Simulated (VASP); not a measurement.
# TiAl2 (Cmmm) in VASP: a series of runs

Runs on TiAl2. Level: LDA. Tasks: single point.

All numbers are computed with VASP 6.6.1; they aren't measurements. Logs are shortened: lines on timing, memory, paths and dates and some standing lists are left out, and cuts for length are marked.

## (1) The cell of the first run

It takes space group Cmmm (No. 65, orthorhombic). Conventional cell: a = 3.949 Å, b = 12.212 Å, c = 3.912 Å, α = 90.00°, β = 90.00°, γ = 90.00°. Ti (site symmetry m2m) has 10 Al at 2.73 to 2.86 Å and 2 Ti at 3.03 Å within 3.6 Å. Within 3.6 Å of Al (site symmetry mmm) lie 4 Ti at 2.74 Å and 8 Al at 2.78 to 2.88 Å. Al (site symmetry m2m) has 6 Al at 2.73 to 2.89 Å and 6 Ti at 2.79 to 2.86 Å within 3.6 Å. Within 3.6 Å of Al (site symmetry mmm) lie 4 Ti at 2.73 Å and 8 Al at 2.78 to 2.89 Å.

## (2) Single point, LDA

INCAR

```
SYSTEM = TiAl2
ALGO = Fast ; EDIFF = 1E-6
ENCUT = 520 ; ISIF = 2
ISMEAR = 0 ; LASPH = .True.
LCHARG = .True. ; LELF = .True.
LREAL = .False. ; LVHAR = .True.
LWAVE = .False. ; NBANDS = 27
NELM = 80 ; PREC = Accurate
SIGMA = 0.15
```

KPOINTS

```
k-points
0
Gamma
  12 12 12
  0 0 0
```

POSCAR

```
TiAl2
1.0
    1.9747148154     -6.1060303540      0.0000000000
    1.9747148154      6.1060303540      0.0000000000
    0.0000000000      0.0000000000      3.9124478829
Ti Al
2 4
Direct
    0.6560576955      0.3439423045      0.0000000000
    0.3439423045      0.6560576955      0.0000000000
    0.0000000000      0.0000000000      0.0000000000
    0.8269820961      0.1730179039      0.5000000000
    0.1730179039      0.8269820961      0.5000000000
    0.5000000000      0.5000000000      0.5000000000
```

Potentials or basis: VASP PAW LDA potentials, release 64 (Ti_sv, Al).

Run with:

```sh
$ cat potpaw_LDA.64/Ti_sv/POTCAR potpaw_LDA.64/Al/POTCAR > POTCAR
$ mpirun -np 1 vasp_std > vasp.out
```

OUTCAR:

```text
SYSTEM = TiAl2
   EDIFF = 1E-6
   ENCUT = 520
   ISIF = 2
   ISMEAR = 0
   LASPH = .True.
   LREAL = .False.
   NELM = 80
   PREC = Accurate

 ion  position               nearest neighbor table
   1  0.656  0.344  0.000-   6 2.73   6 2.73   3 2.74   3 2.74   5 2.79   5 2.79   5 2.79   5 2.79
                             4 2.86   4 2.86
   2  0.344  0.656  0.000-   6 2.73   6 2.73   3 2.74   3 2.74   4 2.79   4 2.79   4 2.79   4 2.79
                             5 2.86   5 2.86
   3  0.000  0.000  0.000-   1 2.74   2 2.74   1 2.74   2 2.74   6 2.78   6 2.78   6 2.78   6 2.78
                             4 2.88   4 2.88   5 2.88   5 2.88
   4  0.827  0.173  0.500-   5 2.73   5 2.73   2 2.79   2 2.79   2 2.79   2 2.79   1 2.86   1 2.86
                             3 2.88   3 2.88   6 2.89   6 2.89
   5  0.173  0.827  0.500-   4 2.73   4 2.73   1 2.79   1 2.79   1 2.79   1 2.79   2 2.86   2 2.86
                             3 2.88   3 2.88   6 2.89   6 2.89
   6  0.500  0.500  0.500-   1 2.73   2 2.73   1 2.73   2 2.73   3 2.78   3 2.78   3 2.78   3 2.78
                             5 2.89   4 2.89   5 2.89   4 2.89

  LATTYP: Found a base centered orthorhombic cell.
 ALAT       =     3.9494296308
 B/A-ratio  =     3.0921074306
 C/A-ratio  =     0.9906361801

  Lattice vectors:

 A1 = (   1.9747148154,  -6.1060303540,   0.0000000000)
 A2 = (   1.9747148154,   6.1060303540,   0.0000000000)
 A3 = (   0.0000000000,   0.0000000000,   3.9124478829)

Analysis of symmetry for initial positions (statically):
=====================================================================
 Subroutine PRICEL returns:
 Original cell was already a primitive cell.

 Routine SETGRP: Setting up the symmetry group for a
 base centered orthorhombic supercell.

 Subroutine GETGRP returns: Found  8 space group operations
 (whereof  8 operations were pure point group operations)
 out of a pool of  8 trial point group operations.

The static configuration has the point symmetry D_2h.

Analysis of symmetry for dynamics (positions and initial velocities):
=====================================================================
 Subroutine PRICEL returns:
 Original cell was already a primitive cell.

 Routine SETGRP: Setting up the symmetry group for a
 base centered orthorhombic supercell.

 Subroutine GETGRP returns: Found  8 space group operations
 (whereof  8 operations were pure point group operations)
 out of a pool of  8 trial point group operations.

The dynamic configuration has the point symmetry D_2h.

 Subroutine INISYM returns: Found  8 space group operations
 (whereof  8 operations are pure point group operations),
 and found     1 'primitive' translations

----------------------------------------------------------------------------------------

                                     Primitive cell

  volume of cell :      94.3500

  direct lattice vectors                    reciprocal lattice vectors
     1.974714815 -6.106030354  0.000000000     0.253201119 -0.081886262  0.000000000
     1.974714815  6.106030354  0.000000000     0.253201119  0.081886262  0.000000000
     0.000000000  0.000000000  3.912447883     0.000000000  0.000000000  0.255594459

  length of vectors
     6.417406430  6.417406430  3.912447883     0.266113070  0.266113070  0.255594459

  position of ions in fractional coordinates (direct lattice)
     0.656057696  0.343942304  0.000000000
     0.343942304  0.656057696  0.000000000
     0.000000000  0.000000000  0.000000000
     0.826982096  0.173017904  0.500000000
     0.173017904  0.826982096  0.500000000
     0.500000000  0.500000000  0.500000000

  ion indices of the primitive-cell ions
   primitive index   ion index
                 1           1
                 2           2
                 3           3
                 4           4
                 5           5
                 6           6

----------------------------------------------------------------------------------------

 KPOINTS: k-points

Automatic generation of k-mesh.
 Grid dimensions read from file:
 generate k-points for:   12   12   12

 Generating k-lattice:

  Cartesian coordinates                     Fractional coordinates (reciprocal lattice)
     0.021100093 -0.006823855  0.000000000     0.083333333  0.000000000  0.000000000
     0.021100093  0.006823855  0.000000000     0.000000000  0.083333333  0.000000000
     0.000000000  0.000000000  0.021299538     0.000000000  0.000000000  0.083333333

  Length of vectors
     0.022176089  0.022176089  0.021299538

  Shift w.r.t. Gamma in fractional coordinates (k-lattice)
     0.000000000  0.000000000  0.000000000

 Subroutine IBZKPT returns following result:
 ===========================================

 Found    301 irreducible k-points:

 Following reciprocal coordinates:
            Coordinates               Weight
  0.000000  0.000000  0.000000      1.000000
  0.083333  0.000000  0.000000      4.000000
  0.166667  0.000000  0.000000      4.000000
  0.250000  0.000000  0.000000      4.000000
  0.333333  0.000000  0.000000      4.000000
  0.416667  0.000000  0.000000      4.000000
[... 16 lines left out ...]
  0.500000  0.166667  0.000000      4.000000
 -0.416667  0.166667  0.000000      4.000000
 [... further k-points ...]
   k-points           NKPTS =    301   k-points in BZ     NKDIM =    301   number of bands    NBANDS=     27
   number of dos      NEDOS =    301   number of ions     NIONS =      6
   total plane-waves  NPLWV =  69120
   dimension x,y,z NGX =    48 NGY =   48 NGZ =   30
   dimension x,y,z NGXF=    96 NGYF=   96 NGZF=   60
   ions per type =               2   4
   NGX,Y,Z   is equivalent  to a cutoff of  12.43, 12.43, 12.75 a.u.
   NGXF,Y,Z  is equivalent  to a cutoff of  24.87, 24.87, 25.49 a.u.
 SYSTEM =  TiAl2
   PREC   = accura    normal or accurate (medium, high low for compatibility)
   ISTART =      0    job   : 0-new  1-cont  2-samecut
   ICHARG =      2    charge: 1-file 2-atom 10-const
   ISPIN  =      1    spin polarized calculation?
   LNONCOLLINEAR =      F non collinear calculations
   LSORBIT =      F    spin-orbit coupling
   LASPH  =      T    aspherical Exc in radial PAW
   ENCUT  =  520.0 eV  38.22 Ry    6.18 a.u.  11.93 11.93  7.27*2*pi/ulx,y,z
   NELM   =     80;   NELMIN=  2; NELMDL= -5     # of ELM steps
   EDIFF  = 0.1E-05   stopping-criterion for ELM
   LREAL  =      F    real-space projection
   EDIFFG = 0.1E-04   stopping-criterion for IOM
   NSW    =      0    number of steps for IOM
   IBRION =     -1    ionic relax: 0-MD 1-quasi-New 2-CG
   NFREE  =      0    steps in history (QN), initial steepest desc. (CG)
   ISIF   =      2    stress and relaxation
   ISYM   =      2    0-nonsym 1-usesym 2-fastsym
   POTIM  = 0.5000    time-step for ionic-motion
   TEBEG  =    0.0;   TEEND  =   0.0 temperature during run
   PSTRESS=    0.0 pullay stress
   NELECT =      36.0000    total number of electrons
   NUPDOWN=      -1.0000    fix difference up-down
   EMIN   =  10.00;   EMAX   =-10.00  energy-range for DOS
   EFERMI =   0.00;   METHOD = LEGACY
   ISMEAR =     0;   SIGMA  =   0.15  broadening in eV -4-tet -1-fermi 0-gaus
   EFERMI_NEDOS =   21; number of points for ismear=-14 and -15
   IALGO  =     68    algorithm
   IMIX   =      4    mixing-type and parameters
     AMIX     =   0.40;   BMIX     =  1.00
     AMIX_MAG =   1.60;   BMIX_MAG =  1.00
  volume/ion in A,a.u.               =      15.72       106.12
  Fermi-wavevector in a.u.,A,eV,Ry     =   1.187394  2.243850 19.182931  1.409906
  Thomas-Fermi vector in A             =   2.323547
   LORBIT       =      0    0 simple, 1 ext, 2 COOP (PROOUT), +10 PAW based schemes
   GGA     = CA    functional components
   LHFCALC =     F    Hartree Fock is set to
   AEXX    =    0.0000 exact exchange contribution
   IVDW    =     0    specifies the selected vdW correction
   LEPSILON=     F    determine dielectric tensor
   LRPA    =     F    only Hartree local field effects (RPA)
 non-spin polarized calculation
 RMM-DIIS sequential band-by-band and
 Gauss-broadening in eV      SIGMA  =   0.15
  energy-cutoff  :      520.00
  volume of cell :       94.35
 maximum number of plane-waves:      2566
   NGX = 23   NGY = 23   NGZ = 15

 number of electron      36.0000000 magnetization

 Free energy of the ion-electron system (eV)
  ---------------------------------------------------
  ext. energy  EPLUGINS =         0.00000000
  ---------------------------------------------------
  free energy    TOTEN  =       -36.51145087 eV

  energy without entropy =      -36.48037093  energy(sigma->0) =      -36.49591090

 E-fermi :   8.4010     XC(G=0): -11.1050

 val. band max:        8.3946315553   @ k =   0.4167   0.2500   0.0000
 cond. band min:       8.4011106561   @ k =  -0.3333   0.2500   0.2500
 fundamental gap:      0.0064791009
 Fermi energy:         8.4010265462

 k-point     1 :       0.0000    0.0000    0.0000
  band No.  band energies     occupation
      1     -47.5919      2.00000
      2     -47.5644      2.00000
      3     -24.3201      2.00000
      4     -24.2979      2.00000
      5     -24.2896      2.00000
      6     -24.2831      2.00000
[... 19 lines left out ...]
     26      11.8397      0.00000
     27      12.4955      0.00000

 k-point     2 :       0.0833    0.0000    0.0000
  band No.  band energies     occupation
      1     -47.5914      2.00000
      2     -47.5648      2.00000
      3     -24.3195      2.00000
      4     -24.2984      2.00000
      5     -24.2900      2.00000
      6     -24.2853      2.00000
[... 19 lines left out ...]
     26      12.2405      0.00000
     27      12.5478      0.00000

 k-point     3 :       0.1667    0.0000    0.0000
  band No.  band energies     occupation
      1     -47.5898      2.00000
      2     -47.5660      2.00000
      3     -24.3177      2.00000
      4     -24.3001      2.00000
      5     -24.2913      2.00000
      6     -24.2911      2.00000
[... 19 lines left out ...]
     26      12.6383      0.00000
     27      13.1570      0.00000

 k-point     4 :       0.2500    0.0000    0.0000
  band No.  band energies     occupation
      1     -47.5874      2.00000
      2     -47.5680      2.00000
      3     -24.3149      2.00000
      4     -24.3035      2.00000
      5     -24.2982      2.00000
      6     -24.2933      2.00000
[... 19 lines left out ...]
     26      12.4994      0.00000
     27      13.6002      0.00000

 k-point     5 :       0.3333    0.0000    0.0000
  band No.  band energies     occupation
      1     -47.5844      2.00000
      2     -47.5706      2.00000
      3     -24.3114      2.00000
      4     -24.3084      2.00000
      5     -24.3042      2.00000
      6     -24.2961      2.00000
[... 19 lines left out ...]
     26      12.0944      0.00000
     27      13.4012      0.00000

 k-point     6 :       0.4167    0.0000    0.0000
  band No.  band energies     occupation
      1     -47.5809      2.00000
      2     -47.5738      2.00000
      3     -24.3126      2.00000
      4     -24.3083      2.00000
      5     -24.3075      2.00000
      6     -24.2995      2.00000
[... 444 lines left out ...]
      1     -47.5777      2.00000
      2     -47.5769      2.00000
      3     -24.3151      2.00000
      4     -24.3087      2.00000
      5     -24.3040      2.00000
      6     -24.3028      2.00000
[... 19 lines left out ...]
     26      11.8502      0.00000
     27      12.0891      0.00000

 k-point    22 :       0.4167    0.1667    0.0000
  band No.  band energies     occupation
      1     -47.5806      2.00000
      2     -47.5742      2.00000
      3     -24.3136      2.00000
      4     -24.3069      2.00000
      5     -24.3061      2.00000
      6     -24.3001      2.00000
[... 19 lines left out ...]
     26      11.8221      0.00000
     27      12.3983      0.00000

 k-point    23 :       0.5000    0.1667    0.0000
  band No.  band energies     occupation
      1     -47.5840      2.00000
      2     -47.5710      2.00000
      3     -24.3108      2.00000
      4     -24.3088      2.00000
      5     -24.3015      2.00000
      6     -24.2967      2.00000
[... 19 lines left out ...]
     26      12.0900      0.00000
     27      12.1769      0.00000

 k-point    24 :      -0.4167    0.1667    0.0000
  band No.  band energies     occupation
      1     -47.5871      2.00000
      2     -47.5684      2.00000
      3     -24.3144      2.00000
      4     -24.3017      2.00000
      5     -24.2964      2.00000
      6     -24.2939      2.00000
[... 19 lines left out ...]
     26      11.8506      0.00000
     27      12.2669      0.00000

 [... further k-points ...]

------------------------ aborting loop because EDIFF is reached ----------------------------------------

  FORCE on cell =-STRESS in cart. coord.  units (eV):
  Direction    XX          YY          ZZ          XY          YZ          ZX
  --------------------------------------------------------------------------------------
  -------------------------------------------------------------------------------------
  Total       -3.1168173     -3.2521788     -1.1774296     -0.0000000      0.0000000      0.0000000
  in kB      -52.9273340    -55.2259377    -19.9941810     -0.0000000      0.0000000      0.0000000
  external PRESSURE =     -42.7158176 kB  Pullay stress =       0.0000000 kB

 VOLUME and BASIS-vectors are now :
 -----------------------------------------------------------------------------
  energy-cutoff  :      520.00
  volume of cell :       94.35
      direct lattice vectors                 reciprocal lattice vectors
     1.974714815 -6.106030354  0.000000000     0.253201119 -0.081886262  0.000000000
     1.974714815  6.106030354  0.000000000     0.253201119  0.081886262  0.000000000
     0.000000000  0.000000000  3.912447883     0.000000000  0.000000000  0.255594459

 POSITION                                       TOTAL-FORCE (eV/Angst)
 -----------------------------------------------------------------------------------
      1.97471     -1.90579      0.00000         0.000000      0.096894      0.000000
      1.97471      1.90579      0.00000         0.000000     -0.096894      0.000000
      0.00000      0.00000      0.00000         0.000000      0.000000      0.000000
      1.97471     -3.99313      1.95622         0.000000      0.058317      0.000000
      1.97471      3.99313      1.95622         0.000000     -0.058317     -0.000000
      1.97471      0.00000      1.95622         0.000000      0.000000      0.000000
 -----------------------------------------------------------------------------------
    total drift:                                0.000000      0.000000      0.000000

  FREE ENERGIE OF THE ION-ELECTRON SYSTEM (eV)
  ---------------------------------------------------
  free  energy   TOTEN  =       -36.5114508653 eV

  energy  without entropy=      -36.4803709262  energy(sigma->0) =      -36.49591090
```

Run time: 18 min. Hardware: 1 thread of Intel Xeon 6975P-C (Granite Rapids), shared host; peak memory 0.67 GiB.

Results:

```yaml
Free_energy: -36.5115 eV
Pressure: -4.3 GPa
Largest_force: 0.097 eV/Å
Band_gap_on_the_k_mesh: zero (band 18 reaches 9.27 eV, above the bottom of band 19 at 7.71 eV)
```

Forces in eV/Å, atoms in the order of the input:
```
Ti   0.000  0.097  0.000
Ti   0.000 -0.097  0.000
Al   0.000  0.000  0.000
Al   0.000  0.058  0.000
Al   0.000 -0.058  0.000
Al   0.000  0.000  0.000
```

(Continued in part 2 of 2.)
